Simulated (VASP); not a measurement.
## Ag: relaxation of cell and atoms with PBEsol

Crystal: Ag.

```
CELL_PARAMETERS angstrom
3.78167 0.00000 0.00000
-1.89084 3.27502 0.00000
0.00000 0.00000 4.29043
ATOMIC_POSITIONS crystal
Ag 0.22540 0.00000 0.33333
Ag 0.00000 0.22540 0.66667
Ag 0.77460 0.77460 0.00000
```

```
Program                : VASP 6.6.1
Task                   : relaxation of cell and atoms
Functional             : PBEsol
Potentials or basis    : VASP PAW PBE potentials, release 64 (Ag)
Cutoff                 : 600 eV
k mesh                 : 6 × 6 × 4
Occupations            : gaussian, width 0.1 eV
Spin                   : no spin polarisation
Dipole correction      : no
Further INCAR settings : ALGO = Fast; EDIFF = 1e-07; IBRION = 2; EDIFFG = -0.04; NSW = 90; ISIF = 3
```

```
Relaxed volume                        : 16.78 Å³/atom
Relaxed cell                          : a = 4.556 Å, b = 4.556 Å, c = 2.801 Å, α = 90.00°, β = 90.00°, γ = 120.00°
Space group after relaxing (to 0.1 Å) : Im-3m (No. 229)
Energy gained by relaxing             : 2650.9 meV/atom
Ionic steps                           : 42
Pressure after relaxing               : 0.0 GPa
Largest force after relaxing          : 0.021 eV/Å
Band gap on the k mesh                : zero (an odd number of electrons rules out a gap without spin polarisation)
```

Forces on the atoms (eV/Å):
```
Ag   0.021  0.000  0.000
Ag  -0.010  0.018  0.000
Ag  -0.010 -0.018  0.000
```

Stress tensor (GPa, compression positive):
```
-0.16  0.00  0.00
 0.00 -0.16  0.00
 0.00  0.00  0.33
```

The path:
```
step  energy change (eV)  largest force (eV/Å)  pressure (GPa)  volume (Å³)
   1              0.0000               15.0214           66.48        53.14
   3             -3.4044                0.1971           -7.46       122.02
   5             -5.8241                0.0302          -11.06        80.12
   7             -6.4408                0.9369           -6.72        67.86
   9             -6.7632                0.9823           -2.43        61.04
  11             -6.8653                0.7212            3.15        56.55
  13             -6.9432                0.0255            0.25        57.90
  15             -6.9579                0.0237           -1.39        58.88
  17             -6.9619                0.0938           -3.63        60.25
  19             -6.9698                0.1054           -3.85        60.33
  21             -7.0280                0.1470           -4.76        60.60
  23             -7.2662                0.2735           -8.29        60.71
  25             -7.4290                0.3441           -9.50        59.91
  27             -7.5460                0.3751          -10.47        59.09
  29             -7.5606                0.3658          -10.54        58.85
  31             -7.6370                0.3988           -9.66        57.68
  33             -7.8700                0.5641           -3.58        52.58
  35             -7.8968                0.6336           -0.24        50.83
  37             -7.9089                0.5740            0.54        50.36
  39             -7.9498                0.0044            1.45        49.73
  41             -7.9527                0.0241            0.17        50.25
  42             -7.9528                0.0207            0.00        50.35
```

Final structure:
```
Ag
1.0
     4.55620    0.00000    0.00000
    -2.27810    3.94579    0.00000
     0.00000    0.00000    2.80083
Ag
3
Direct
  0.33282 0.00000 0.33333
  0.00000 0.33282 0.66667
  0.66718 0.66718 0.00000
```

Levels at points of the mesh, in eV from the Fermi level:
```tsv
k point	band 12	band 13	band 14	band 15	band 16	band 17	band 18	band 19	band 20
(0.00, 0.00, 0.00)	-3.67	-3.54	-3.54	-3.54	-3.53	4.73	4.74	4.74	5.34
(0.50, 0.00, 0.00)	-3.58	-3.58	-3.55	-3.04	-3.03	-2.61	-0.25	4.17	12.41
(0.00, 0.00, 0.50)	-3.60	-2.89	-2.87	-2.87	-0.26	-0.26	6.80	6.80	6.80
(0.50, 0.00, 0.50)	-3.53	-3.11	-3.11	-2.63	-0.28	1.94	1.95	4.11	7.18
```

It took 28 min on 1 thread of AMD EPYC 7R13 (shared host), peak memory 0.18 GiB.

Caveat: the k points lie up to 0.56 Å⁻¹ apart in the final cell, too coarse for converged energies and pressures of a metal; a cell axis changed by over 15 % at a fixed basis, so the end point is rough; the PAW data sets were made with another functional, which shifts forces and pressure a little.
